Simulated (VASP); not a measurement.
# Al (R3m) in VASP: single point with PBE+D3(BJ)

Aim: the single point of Al with PBE+D3(BJ).

All numbers are computed with VASP 6.6.1; they aren't measurements. Logs are shortened: lines on timing, memory, paths and dates and some standing lists are left out, and cuts for length are marked.

## Step 1: The cell of the first run

Symmetry: R3m, No. 160, trigonal system. Conventional cell: a = 2.814 Å, b = 2.814 Å, c = 55.446 Å, α = 90.00°, β = 90.00°, γ = 120.00°. Within 3.7 Å of Al (site symmetry 3m) lie 12 Al at 2.81 to 2.82 Å. Al (site symmetry 3m) has 12 Al at 2.81 to 2.82 Å within 3.7 Å. Al (site symmetry 3m) has 12 Al at 2.81 to 2.82 Å within 3.7 Å. Al (site symmetry 3m) has 12 Al at 2.81 to 2.82 Å within 3.7 Å. Al (site symmetry 3m) has 12 Al at 2.81 to 2.82 Å within 3.7 Å. Al (site symmetry 3m) has 12 Al at 2.81 to 2.82 Å within 3.7 Å. Within 3.7 Å of Al (site symmetry 3m) lie 12 Al at 2.81 to 2.82 Å. Al (site symmetry 3m) has 12 Al at 2.81 to 2.82 Å within 3.7 Å.

## Step 2: Single point, PBE+D3(BJ)

INCAR reads:

```
SYSTEM = Al
PREC = Accurate
ENCUT = 520
EDIFF = 1E-6
ISMEAR = 0
SIGMA = 0.15
LREAL = .FALSE.
LASPH = .TRUE.
NELM = 80
ALGO = Fast
ISIF = 2
LWAVE = .FALSE.
LCHARG = .TRUE.
GGA = PE
IVDW = 12
LELF = .TRUE.
LVHAR = .TRUE.
ISYM = 0
NBANDS = 22
```

KPOINTS reads:

```
regular mesh
0
G
  16 16 2
  0 0 0
```

POSCAR reads:

```
Al
1.0
   -2.8144222649      0.0000000000      0.0000000000
   -1.4072111325     -2.4373611784      0.0000000000
   -1.4072111325     -0.8124537261     18.4820941423
Al
8
Direct
    0.9791666667      0.9791666667      0.0625000000
    0.8125000000      0.8125000000      0.5625000000
    0.1041666667      0.1041666667      0.6875000000
    0.2708333333      0.2708333333      0.1875000000
   -0.2708333333     -0.2708333333      0.8125000000
   -0.1041666667     -0.1041666667      0.3125000000
    0.3541666667      0.3541666667      0.9375000000
    0.5208333333      0.5208333333      0.4375000000
```

Potentials or basis: VASP PAW PBE potentials, release 64 (Al).

Run with:

```sh
cat potpaw_PBE.64/Al/POTCAR > POTCAR
mpirun -np 1 vasp_std > vasp.out
```

OUTCAR:

```text
SYSTEM = Al
   PREC = Accurate
   ENCUT = 520
   EDIFF = 1E-6
   ISMEAR = 0
   LREAL = .FALSE.
   LASPH = .TRUE.
   NELM = 80
   ISIF = 2
   GGA = PE
   IVDW = 12
   ISYM = 0
 IVDW          = 12

 ion  position               nearest neighbor table
   1  0.979  0.979  0.062-   4 2.82   7 2.82   7 2.82   7 2.82   4 2.82   4 2.82
   2  0.812  0.812  0.562-   8 2.82   3 2.82   3 2.82   8 2.82   3 2.82   8 2.82
   3  0.104  0.104  0.688-   2 2.82   2 2.82   5 2.82   5 2.82   5 2.82   2 2.82
   4  0.271  0.271  0.188-   1 2.82   6 2.82   6 2.82   6 2.82   1 2.82   1 2.82
   5  0.729  0.729  0.812-   7 2.82   3 2.82   3 2.82   7 2.82   3 2.82   7 2.82
   6  0.896  0.896  0.312-   8 2.82   4 2.82   4 2.82   8 2.82   4 2.82   8 2.82
   7  0.354  0.354  0.938-   1 2.82   5 2.82   5 2.82   1 2.82   1 2.82   5 2.82
   8  0.521  0.521  0.438-   2 2.82   2 2.82   6 2.82   6 2.82   6 2.82   2 2.82

IMPORTANT INFORMATION: All symmetrisations will be switched off!
NOSYMM: (Re-)initialisation of all symmetry stuff for point group C_1.

----------------------------------------------------------------------------------------

                                     Primitive cell

  volume of cell :     126.7828

  direct lattice vectors                    reciprocal lattice vectors
    -2.814422265  0.000000000  0.000000000    -0.355312709  0.205139888 -0.018035474
    -1.407211133 -2.437361178  0.000000000     0.000000000 -0.410279777 -0.018035474
    -1.407211133 -0.812453726 18.482094142     0.000000000  0.000000000  0.054106423

  length of vectors
     2.814422265  2.814422265 18.553385894     0.410675996  0.410675996  0.054106423

  position of ions in fractional coordinates (direct lattice)
     0.979166667  0.979166667  0.062500000
     0.812500000  0.812500000  0.562500000
     0.104166667  0.104166667  0.687500000
     0.270833333  0.270833333  0.187500000
     0.729166667  0.729166667  0.812500000
     0.895833333  0.895833333  0.312500000
     0.354166667  0.354166667  0.937500000
     0.520833333  0.520833333  0.437500000

  ion indices of the primitive-cell ions
   primitive index   ion index
                 1           1
                 2           2
                 3           3
                 4           4
                 5           5
                 6           6
                 7           7
                 8           8

----------------------------------------------------------------------------------------

 KPOINTS: regular mesh

Automatic generation of k-mesh.
 Grid dimensions read from file:
 generate k-points for:   16   16    2

 Generating k-lattice:
[... 93 lines left out ...]
   TEBEG  =    0.0;   TEEND  =   0.0 temperature during run
   PSTRESS=    0.0 pullay stress
   NELECT =      24.0000    total number of electrons
   NUPDOWN=      -1.0000    fix difference up-down
   EMIN   =  10.00;   EMAX   =-10.00  energy-range for DOS
   EFERMI =   0.00;   METHOD = LEGACY
   ISMEAR =     0;   SIGMA  =   0.15  broadening in eV -4-tet -1-fermi 0-gaus
   EFERMI_NEDOS =   21; number of points for ismear=-14 and -15
   IALGO  =     68    algorithm
   IMIX   =      4    mixing-type and parameters
     AMIX     =   0.40;   BMIX     =  1.00
     AMIX_MAG =   1.60;   BMIX_MAG =  1.00
  volume/ion in A,a.u.               =      15.85       106.95
  Fermi-wavevector in a.u.,A,eV,Ry     =   0.939994  1.776331 12.021957  0.883589
  Thomas-Fermi vector in A             =   2.067362
   LORBIT       =      0    0 simple, 1 ext, 2 COOP (PROOUT), +10 PAW based schemes
   GGA     = PE    functional components
   LHFCALC =     F    Hartree Fock is set to
   AEXX    =    0.0000 exact exchange contribution
   IVDW    =    12    specifies the selected vdW correction
   LEPSILON=     F    determine dielectric tensor
   LRPA    =     F    only Hartree local field effects (RPA)
 non-spin polarized calculation
 RMM-DIIS sequential band-by-band and
 Gauss-broadening in eV      SIGMA  =   0.15
  energy-cutoff  :      520.00
  volume of cell :      126.78
 maximum number of plane-waves:      3448
 NGX is ok and might be reduce to    24
   NGX = 11   NGY = 11   NGZ = 69

 number of electron      24.0000000 magnetization

 Free energy of the ion-electron system (eV)
  ---------------------------------------------------
  ext. energy  EPLUGINS =         0.00000000
  ---------------------------------------------------
  free energy    TOTEN  =       -29.82003696 eV

  energy without entropy =      -29.78271549  energy(sigma->0) =      -29.80137622

 E-fermi :   8.4201     XC(G=0): -10.3441

 val. band max:        8.4147235298   @ k =   0.1875   0.0625   0.0000
 cond. band min:       8.4208657917   @ k =  -0.0625   0.4375   0.5000
 fundamental gap:      0.0061422618
 Fermi energy:         8.4201394786

 k-point     1 :       0.0000    0.0000    0.0000
  band No.  band energies     occupation
      1      -2.9899      2.00000
      2      -2.5590      2.00000
      3      -2.5555      2.00000
      4      -1.2690      2.00000
      5      -1.2656      2.00000
      6       0.8554      2.00000
[... 589 lines left out ...]
     21      16.1700      0.00000
     22      16.3786      0.00000

 [... further k-points ...]

------------------------ aborting loop because EDIFF is reached ----------------------------------------

 Edisp (eV)   -2.80564

 E8    (eV) :    -1.2553

  FORCE on cell =-STRESS in cart. coord.  units (eV):
  Direction    XX          YY          ZZ          XY          YZ          ZX
  --------------------------------------------------------------------------------------
  -------------------------------------------------------------------------------------
  Total      -0.06077    -0.10350     0.48062     0.03701     0.05088     0.08813
  in kB      -0.76791    -1.30791     6.07368     0.46773     0.64292     1.11369
  external pressure =        1.33 kB  Pullay stress =        0.00 kB

 VOLUME and BASIS-vectors are now :
 -----------------------------------------------------------------------------
  energy-cutoff  :      520.00
  volume of cell :      126.78
      direct lattice vectors                 reciprocal lattice vectors
    -2.814422265  0.000000000  0.000000000    -0.355312709  0.205139888 -0.018035474
    -1.407211133 -2.437361178  0.000000000     0.000000000 -0.410279777 -0.018035474
    -1.407211133 -0.812453726 18.482094142     0.000000000  0.000000000  0.054106423

 POSITION                                       TOTAL-FORCE (eV/Angst)
 -----------------------------------------------------------------------------------
     -4.22163     -2.43736      1.15513         0.003153      0.001820     -0.039109
     -4.22163     -2.43736     10.39618        -0.000389     -0.000225     -0.003690
     -1.40721     -0.81245     12.70644        -0.002014     -0.001162     -0.017342
     -1.40721     -0.81245      3.46539        -0.000938     -0.000542      0.056528
     -4.22163     -2.43736     15.01670        -0.000057     -0.000032      0.070661
     -4.22163     -2.43736      5.77565        -0.000537     -0.000310      0.005372
     -2.81442     -1.62491     17.32696         0.000228      0.000132     -0.065289
     -2.81442     -1.62491      8.08592         0.000555      0.000319     -0.007131
 -----------------------------------------------------------------------------------
    total drift:                               -0.000003     -0.000002      0.000012

  FREE ENERGIE OF THE ION-ELECTRON SYSTEM (eV)
  ---------------------------------------------------
  free  energy   TOTEN  =       -32.6256721242 eV

  energy  without entropy=      -32.5883506591  energy(sigma->0) =      -32.60701139
```

stdout:

```text
POSCAR found type information on POSCAR Al
 POSCAR found :  1 types and       8 ions
 scaLAPACK will be used
 LDA part: xc-table for (Slater+PW92), standard interpolation
 -----------------------------------------------------------------------------
|                                                                             |
|           W    W    AA    RRRRR   N    N  II  N    N   GGGG   !!!           |
|           W    W   A  A   R    R  NN   N  II  NN   N  G    G  !!!           |
|           W    W  A    A  R    R  N N  N  II  N N  N  G       !!!           |
|           W WW W  AAAAAA  RRRRR   N  N N  II  N  N N  G  GGG   !            |
|           WW  WW  A    A  R   R   N   NN  II  N   NN  G    G                |
|           W    W  A    A  R    R  N    N  II  N    N   GGGG   !!!           |
|                                                                             |
|     Your reciprocal lattice and k-lattice belong to different lattice       |
|     classes:                                                                |
|                                                                             |
|        The reciprocal lattice is rhombohedral (trigonal),                   |
|        whereas your k-lattice is base-centered monoclinic.                  |
|                                                                             |
|     Results are often still useful ...                                      |
|                                                                             |
 -----------------------------------------------------------------------------

 POSCAR, INCAR and KPOINTS ok, starting setup
 FFT: planning ... GRIDC
 FFT: planning ... GRID_SOFT
 FFT: planning ... GRID
 WAVECAR not read
 entering main loop
```

Wall time 18 min (1 thread of Oxide Virtual Turin-like, shared host); peak memory 0.59 GiB.

What came out:

```
Free energy                : -32.6257 eV
Pressure                   : 0.1 GPa
Largest force              : 0.071 eV/Å
Band gap on the k mesh     : zero (band 12 reaches 12.33 eV, above the bottom of band 13 at 6.78 eV)
Dispersion energy per atom : -0.351 eV
```

Forces on the atoms (eV/Å):
```
Al   0.003  0.002 -0.039
Al   0.000  0.000 -0.004
Al  -0.002 -0.001 -0.017
Al  -0.001 -0.001  0.057
Al   0.000  0.000  0.071
Al  -0.001  0.000  0.005
Al   0.000  0.000 -0.065
Al   0.001  0.000 -0.007
```

Stress tensor (GPa, compression positive):
```
-0.08  0.05  0.11
 0.05 -0.13  0.06
 0.11  0.06  0.61
```

Levels at points of the mesh, in eV from the Fermi level:
```csv
k point,band 9,band 10,band 11,band 12,band 13,band 14,band 15,band 16
"(0.00, 0.00, 0.00)",-4.50,-0.95,-0.95,3.43,3.43,8.37,8.38,11.12
"(0.50, 0.00, 0.00)",-3.65,-3.01,-2.19,-1.75,-1.38,-0.82,0.57,0.80
"(0.00, 0.50, 0.00)",-3.65,-3.01,-2.19,-1.75,-1.38,-0.82,0.57,0.80
"(0.50, 0.50, 0.00)",-3.14,-2.90,-2.52,-2.08,-0.89,-0.53,0.10,0.47
"(0.00, 0.00, 0.50)",-2.88,-2.88,1.16,1.16,5.84,5.86,10.86,10.89
"(0.50, 0.00, 0.50)",-3.14,-2.90,-2.52,-2.08,-0.89,-0.53,0.10,0.47
"(0.00, 0.50, 0.50)",-3.14,-2.90,-2.52,-2.08,-0.89,-0.53,0.10,0.47
"(0.50, 0.50, 0.50)",-3.65,-3.01,-2.19,-1.75,-1.38,-0.82,0.57,0.80
```

Caveat: pairwise dispersion overbinds metals, which lowers pressure and volume.
